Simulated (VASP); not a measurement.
# Al3Cu (P4/mmm) in VASP: further runs

Runs on Al3Cu. Level: PBEsol. Tasks: single point.

Program: VASP 6.6.1. These are calculated values, not measurements. Logs are shortened: lines on timing, memory, paths and dates and some standing lists are left out, and cuts for length are marked.

### Step 1. The cell of the first run

The structure is tetragonal, space group P4/mmm (No. 123). The conventional cell has a = 2.771 Å, b = 2.771 Å, c = 7.755 Å, α = 90.00°, β = 90.00°, γ = 90.00°. Al (site symmetry 4/mmm) has 12 Al at 2.77 to 2.92 Å within 3.7 Å. Al (site symmetry 4mm) has 4 Cu at 2.61 Å and 9 Al at 2.77 to 3.44 Å within 3.5 Å. Within 3.4 Å of Cu (site symmetry 4/mmm) lie 8 Al at 2.61 Å and 4 Cu at 2.77 Å.

### Step 2. Single point, PBEsol (uniaxial strain along c: +2.0 %, then relaxed in part)

File INCAR:

```
SYSTEM = Al3Cu
  PREC = Accurate
  ENCUT = 520
  EDIFF = 1E-6
  ISMEAR = 0
  SIGMA = 0.1
  LREAL = .False.
  LASPH = .True.
  NELM = 100
  ALGO = Fast
  ISIF = 2
  LWAVE = .False.
  LCHARG = .False.
  GGA = PS
  NBANDS = 18
```

File KPOINTS:

```
regular mesh
0
Gamma
  18 18 8
  0 0 0
```

File POSCAR:

```
Al3Cu
1.0
    2.7706579216      0.0000000000      0.0000000000
    0.0000000000      2.7706579216      0.0000000000
    0.0000000000      0.0000000000      7.7550162534
Al Cu
3 1
Direct
    0.0000000000      0.0000000000      0.5000000000
    0.5000000000      0.5000000000      0.2215616692
    0.5000000000      0.5000000000      0.7784383308
    0.0000000000      0.0000000000      0.0000000000
```

Potentials or basis: VASP PAW PBE potentials, release 64 (Al, Cu).

Run with:

```console
$ cat potpaw_PBE.64/Al/POTCAR potpaw_PBE.64/Cu/POTCAR > POTCAR
$ mpirun -np 1 vasp_std > vasp.out
```

OUTCAR:

```text
SYSTEM = Al3Cu
   PREC = Accurate
   ENCUT = 520
   EDIFF = 1E-6
   ISMEAR = 0
   LREAL = .False.
   LASPH = .True.
   NELM = 100
   ISIF = 2
   GGA = PS

 ion  position               nearest neighbor table
   1  0.000  0.000  0.500-   2 2.92   3 2.92   2 2.92   3 2.92   2 2.92   3 2.92   2 2.92   3 2.92

   2  0.500  0.500  0.222-   4 2.61   4 2.61   4 2.61   4 2.61   1 2.92   1 2.92   1 2.92   1 2.92

   3  0.500  0.500  0.778-   4 2.61   4 2.61   4 2.61   4 2.61   1 2.92   1 2.92   1 2.92   1 2.92

   4  0.000  0.000  0.000-   2 2.61   3 2.61   2 2.61   3 2.61   2 2.61   3 2.61   2 2.61   3 2.61

  LATTYP: Found a simple tetragonal cell.
 ALAT       =     2.7706579216
 C/A-ratio  =     2.7989800520

  Lattice vectors:

 A1 = (   2.7706579216,   0.0000000000,   0.0000000000)
 A2 = (   0.0000000000,   2.7706579216,   0.0000000000)
 A3 = (   0.0000000000,   0.0000000000,   7.7550162534)

Analysis of symmetry for initial positions (statically):
=====================================================================
 Subroutine PRICEL returns:
 Original cell was already a primitive cell.

 Routine SETGRP: Setting up the symmetry group for a
 simple tetragonal supercell.

 Subroutine GETGRP returns: Found 16 space group operations
 (whereof 16 operations were pure point group operations)
 out of a pool of 16 trial point group operations.

The static configuration has the point symmetry D_4h.

Analysis of symmetry for dynamics (positions and initial velocities):
=====================================================================
 Subroutine PRICEL returns:
 Original cell was already a primitive cell.

 Routine SETGRP: Setting up the symmetry group for a
 simple tetragonal supercell.

 Subroutine GETGRP returns: Found 16 space group operations
 (whereof 16 operations were pure point group operations)
 out of a pool of 16 trial point group operations.

The dynamic configuration has the point symmetry D_4h.

 Subroutine INISYM returns: Found 16 space group operations
 (whereof 16 operations are pure point group operations),
 and found     1 'primitive' translations

----------------------------------------------------------------------------------------

                                     Primitive cell

  volume of cell :      59.5317

  direct lattice vectors                    reciprocal lattice vectors
     2.770657922  0.000000000  0.000000000     0.360925105  0.000000000  0.000000000
[... 86 lines left out ...]
   LSORBIT =      F    spin-orbit coupling
   LASPH  =      T    aspherical Exc in radial PAW
   ENCUT  =  520.0 eV  38.22 Ry    6.18 a.u.   5.15  5.15 14.42*2*pi/ulx,y,z
   NELM   =    100;   NELMIN=  2; NELMDL= -5     # of ELM steps
   EDIFF  = 0.1E-05   stopping-criterion for ELM
   LREAL  =      F    real-space projection
   EDIFFG = 0.1E-04   stopping-criterion for IOM
   NSW    =      0    number of steps for IOM
   IBRION =     -1    ionic relax: 0-MD 1-quasi-New 2-CG
   NFREE  =      0    steps in history (QN), initial steepest desc. (CG)
   ISIF   =      2    stress and relaxation
   ISYM   =      2    0-nonsym 1-usesym 2-fastsym
   POTIM  = 0.5000    time-step for ionic-motion
   TEBEG  =    0.0;   TEEND  =   0.0 temperature during run
   PSTRESS=    0.0 pullay stress
   NELECT =      20.0000    total number of electrons
   NUPDOWN=      -1.0000    fix difference up-down
   EMIN   =  10.00;   EMAX   =-10.00  energy-range for DOS
   EFERMI =   0.00;   METHOD = LEGACY
   ISMEAR =     0;   SIGMA  =   0.10  broadening in eV -4-tet -1-fermi 0-gaus
   EFERMI_NEDOS =   21; number of points for ismear=-14 and -15
   IALGO  =     68    algorithm
   IMIX   =      4    mixing-type and parameters
     AMIX     =   0.40;   BMIX     =  1.00
     AMIX_MAG =   1.60;   BMIX_MAG =  1.00
  volume/ion in A,a.u.               =      14.88       100.43
  Fermi-wavevector in a.u.,A,eV,Ry     =   1.138069  2.150639 17.622285  1.295201
  Thomas-Fermi vector in A             =   2.274774
   LORBIT       =      0    0 simple, 1 ext, 2 COOP (PROOUT), +10 PAW based schemes
   GGA     = PS    functional components
   LHFCALC =     F    Hartree Fock is set to
   AEXX    =    0.0000 exact exchange contribution
   IVDW    =     0    specifies the selected vdW correction
   LEPSILON=     F    determine dielectric tensor
   LRPA    =     F    only Hartree local field effects (RPA)
 non-spin polarized calculation
 RMM-DIIS sequential band-by-band and
 Gauss-broadening in eV      SIGMA  =   0.10
  energy-cutoff  :      520.00
  volume of cell :       59.53
 maximum number of plane-waves:      1629
 NGX is ok and might be reduce to    24
   NGX = 11   NGY = 11   NGZ = 29

 number of electron      20.0000004 magnetization

 Free energy of the ion-electron system (eV)
  ---------------------------------------------------
  ext. energy  EPLUGINS =         0.00000000
  ---------------------------------------------------
  free energy    TOTEN  =       -16.96583265 eV

  energy without entropy =      -16.96090178  energy(sigma->0) =      -16.96336721

 E-fermi :   8.2708     XC(G=0): -10.8882

 val. band max:        8.2692498305   @ k =   0.2778   0.2222   0.3750
 cond. band min:       8.2759639351   @ k =   0.5000   0.2778   0.3750
 fundamental gap:      0.0067141046
 Fermi energy:         8.2707532051

 k-point     1 :       0.0000    0.0000    0.0000
  band No.  band energies     occupation
      1      -2.8603      2.00000
      2      -0.5650      2.00000
      3      -0.2459      2.00000
      4       3.7812      2.00000
      5       3.8093      2.00000
      6       4.6707      2.00000
[... 481 lines left out ...]
      5       4.0667      2.00000
      6       4.1968      2.00000
[... 10 lines left out ...]
     17      16.2662      0.00000
     18      17.4817      0.00000

 [... further k-points ...]
[... 5 lines left out ...]
  --------------------------------------------------------------------------------------
  -------------------------------------------------------------------------------------
  Total        0.0439379      0.0439379     -1.4693716      0.0000000     -0.0000000      0.0000000
  in kB        1.1824993      1.1824993    -39.5451930      0.0000000     -0.0000000      0.0000000
  external PRESSURE =     -12.3933981 kB  Pullay stress =       0.0000000 kB

 VOLUME and BASIS-vectors are now :
 -----------------------------------------------------------------------------
  energy-cutoff  :      520.00
  volume of cell :       59.53
      direct lattice vectors                 reciprocal lattice vectors
     2.770657922  0.000000000  0.000000000     0.360925105  0.000000000  0.000000000
     0.000000000  2.770657922  0.000000000     0.000000000  0.360925105  0.000000000
     0.000000000  0.000000000  7.755016253     0.000000000  0.000000000  0.128948795

 POSITION                                       TOTAL-FORCE (eV/Angst)
 -----------------------------------------------------------------------------------
      0.00000      0.00000      3.87751        -0.000000     -0.000000     -0.000000
      1.38533      1.38533      1.71821         0.000000      0.000000      0.023649
      1.38533      1.38533      6.03680        -0.000000      0.000000     -0.023649
      0.00000      0.00000      0.00000        -0.000000     -0.000000     -0.000000
 -----------------------------------------------------------------------------------
    total drift:                                0.000000      0.000000     -0.000000

  FREE ENERGIE OF THE ION-ELECTRON SYSTEM (eV)
  ---------------------------------------------------
  free  energy   TOTEN  =       -16.9658326470 eV

  energy  without entropy=      -16.9609017784  energy(sigma->0) =      -16.96336721
```

OSZICAR:

```text
N       E                     dE             d eps       ncg     rms          rms(c)
DAV:   1     0.720353827219E+02    0.72035E+02   -0.82952E+03  9944   0.115E+03
DAV:   2    -0.154716301695E+02   -0.87507E+02   -0.80958E+02 10180   0.212E+02
DAV:   3    -0.197850159240E+02   -0.43134E+01   -0.41483E+01 13614   0.522E+01
[... 10 lines left out ...]
RMM:  14    -0.169658212653E+02    0.33858E-03   -0.80273E-04 12641   0.375E-01    0.678E-02
RMM:  15    -0.169658348694E+02   -0.13604E-04   -0.16250E-04 13007   0.746E-02    0.591E-02
RMM:  16    -0.169658341306E+02    0.73886E-06   -0.14830E-05 13421   0.309E-02    0.551E-02
RMM:  17    -0.169658357456E+02   -0.16151E-05   -0.10716E-05 12290   0.428E-02    0.463E-02
RMM:  18    -0.169658330522E+02    0.26935E-05   -0.15002E-06  9003   0.161E-02    0.382E-02
RMM:  19    -0.169658326470E+02    0.40511E-06   -0.52311E-07  7548   0.832E-03
   1 F= -.16965833E+02 E0= -.16963367E+02  d E =-.493087E-02
```

stdout:

```text
POSCAR found type information on POSCAR AlCu
 POSCAR found :  2 types and       4 ions
 scaLAPACK will be used
 -----------------------------------------------------------------------------
|                                                                             |
|                                                                             |
|     You enforced a specific xc type in the INCAR file but a different       |
|     I HOPE YOU KNOW WHAT YOU ARE DOING!                                     |
|                                                                             |
 -----------------------------------------------------------------------------

 LDA part: xc-table for (Slater+PW92), standard interpolation
 POSCAR, INCAR and KPOINTS ok, starting setup
 FFT: planning ... GRIDC
 FFT: planning ... GRID_SOFT
 FFT: planning ... GRID
 WAVECAR not read
 entering main loop
```

Run time: 2.5 min. Hardware: 1 thread of Intel Xeon 6975P-C (Granite Rapids), shared host; peak memory 0.39 GiB.

Results:

- Free energy: -16.9658 eV
- Pressure: -1.2 GPa
- Largest force: 0.024 eV/Å
- Band gap on the k mesh: zero (bands 10 and 11 overlap by 5.64 eV)

Forces in eV/Å, atoms in the order of the input:
```
Al   0.000  0.000  0.000
Al   0.000  0.000  0.024
Al   0.000  0.000 -0.024
Cu   0.000  0.000  0.000
```

Levels at points of the mesh, in eV from the Fermi level:
```csv
k point,band 6,band 7,band 8,band 9,band 10,band 11,band 12,band 13,band 14,band 15
"(0.00, 0.00, 0.00)",-3.60,-3.60,-3.20,-2.08,0.12,6.52,6.85,6.85,7.97,9.10
"(0.50, 0.00, 0.00)",-4.01,-3.69,-3.67,-3.50,-2.42,-1.87,2.42,3.62,3.65,4.75
"(0.50, 0.50, 0.00)",-2.38,-2.38,-0.33,-0.26,0.19,0.19,0.51,0.51,0.82,2.01
"(0.00, 0.00, 0.50)",-3.61,-3.60,-3.60,-3.20,3.53,5.05,6.51,7.40,7.40,7.50
"(0.50, 0.00, 0.50)",-4.25,-3.67,-3.50,-2.60,-1.18,-1.06,0.01,0.59,8.20,8.22
"(0.50, 0.50, 0.50)",-1.72,-1.72,-1.55,-1.55,-0.40,-0.37,0.73,1.66,3.28,3.28
```

Caveat: the cell differs from its parent crystal (uniaxial strain along c: +2.0 %, then relaxed in part); the PAW data sets were made with another functional, which shifts forces and pressure a little.

### Step 3. Single point, PBEsol (uniaxial strain along c: +3.0 %)

File INCAR:

```
PREC     = Accurate       # precision mode
ENCUT    = 520            # plane-wave cutoff, eV
EDIFF    = 1E-6           # SCF threshold, eV
ISMEAR   = 0              # smearing method
SIGMA    = 0.1            # smearing width, eV
LREAL    = False          # projectors in reciprocal space
LASPH    = True           # aspherical terms in the spheres
NELM     = 100            # most SCF steps
ALGO     = Fast           # electronic algorithm
ISIF     = 2              # what is computed and relaxed
LWAVE    = False          # write WAVECAR
LCHARG   = False          # write CHGCAR
GGA      = PS             # functional
NBANDS   = 18             # bands
```

File KPOINTS:

```
Automatic mesh
0
Gamma
  18 18 8
```

File POSCAR:

```
Al3Cu
1.0
    2.7588353877      0.0000000000      0.0000000000
    0.0000000000      2.7588353877      0.0000000000
    0.0000000000      0.0000000000      7.8310458245
Al Cu
3 1
Direct
    0.0000000000      0.0000000000      0.5000000000
    0.5000000000      0.5000000000      0.2215616692
    0.5000000000      0.5000000000      0.7784383308
    0.0000000000      0.0000000000      0.0000000000
```

Potentials or basis: VASP PAW PBE potentials, release 64 (Al, Cu).

Run with:

```console
$ cat potpaw_PBE.64/Al/POTCAR potpaw_PBE.64/Cu/POTCAR > POTCAR
$ mpirun -np 1 vasp_std > vasp.out
```

OUTCAR:

```text
PREC = Accurate
   ENCUT = 520
   EDIFF = 1E-6
   ISMEAR = 0
   LREAL = False
   LASPH = True
   NELM = 100
   ISIF = 2
   GGA = PS

 ion  position               nearest neighbor table
   1  0.000  0.000  0.500-   2 2.93   3 2.93   2 2.93   3 2.93   2 2.93   3 2.93   2 2.93   3 2.93

   2  0.500  0.500  0.222-   4 2.61   4 2.61   4 2.61   4 2.61   1 2.93   1 2.93   1 2.93   1 2.93

   3  0.500  0.500  0.778-   4 2.61   4 2.61   4 2.61   4 2.61   1 2.93   1 2.93   1 2.93   1 2.93

   4  0.000  0.000  0.000-   2 2.61   3 2.61   2 2.61   3 2.61   2 2.61   3 2.61   2 2.61   3 2.61
[... 701 lines left out ...]

 [... further k-points ...]
[... 5 lines left out ...]
  --------------------------------------------------------------------------------------
  -------------------------------------------------------------------------------------
  Total        0.3495413      0.3495413     -1.9602756      0.0000000     -0.0000000      0.0000000
  in kB        9.3958863      9.3958863    -52.6934191      0.0000000     -0.0000000      0.0000000
  external PRESSURE =     -11.3005488 kB  Pullay stress =       0.0000000 kB

 VOLUME and BASIS-vectors are now :
 -----------------------------------------------------------------------------
  energy-cutoff  :      520.00
  volume of cell :       59.60
      direct lattice vectors                 reciprocal lattice vectors
     2.758835388  0.000000000  0.000000000     0.362471790  0.000000000  0.000000000
     0.000000000  2.758835388  0.000000000     0.000000000  0.362471790  0.000000000
     0.000000000  0.000000000  7.831045825     0.000000000  0.000000000  0.127696865

 POSITION                                       TOTAL-FORCE (eV/Angst)
 -----------------------------------------------------------------------------------
      0.00000      0.00000      3.91552        -0.000000      0.000000      0.000000
      1.37942      1.37942      1.73506         0.000000     -0.000000      0.035684
      1.37942      1.37942      6.09599        -0.000000     -0.000000     -0.035684
      0.00000      0.00000      0.00000        -0.000000      0.000000      0.000000
 -----------------------------------------------------------------------------------
    total drift:                                0.000000      0.000000     -0.000000

  FREE ENERGIE OF THE ION-ELECTRON SYSTEM (eV)
  ---------------------------------------------------
  free  energy   TOTEN  =       -16.9472623123 eV

  energy  without entropy=      -16.9417045810  energy(sigma->0) =      -16.94448345
```

stdout:

```text
POSCAR found type information on POSCAR AlCu
 POSCAR found :  2 types and       4 ions
 scaLAPACK will be used
 -----------------------------------------------------------------------------
|                                                                             |
|                                                                             |
|     You enforced a specific xc type in the INCAR file but a different       |
|     I HOPE YOU KNOW WHAT YOU ARE DOING!                                     |
|                                                                             |
 -----------------------------------------------------------------------------

 LDA part: xc-table for (Slater+PW92), standard interpolation
 POSCAR, INCAR and KPOINTS ok, starting setup
 FFT: planning ... GRIDC
 FFT: planning ... GRID_SOFT
 FFT: planning ... GRID
 WAVECAR not read
 entering main loop
```

Wall time 2.4 min (1 thread of Intel Xeon 6975P-C (Granite Rapids), shared host); peak memory 0.39 GiB.

What came out:

- Free energy: -16.9473 eV
- Pressure: -1.1 GPa
- Largest force: 0.036 eV/Å
- Band gap on the k mesh: zero (bands 10 and 11 overlap by 5.45 eV)

Forces in eV/Å, atoms in the order of the input:
```
Al   0.000  0.000  0.000
Al   0.000  0.000  0.036
Al   0.000  0.000 -0.036
Cu   0.000  0.000  0.000
```

Caveat: the cell differs from its parent crystal (uniaxial strain along c: +3.0 %); the PAW data sets were made with another functional, which shifts forces and pressure a little.
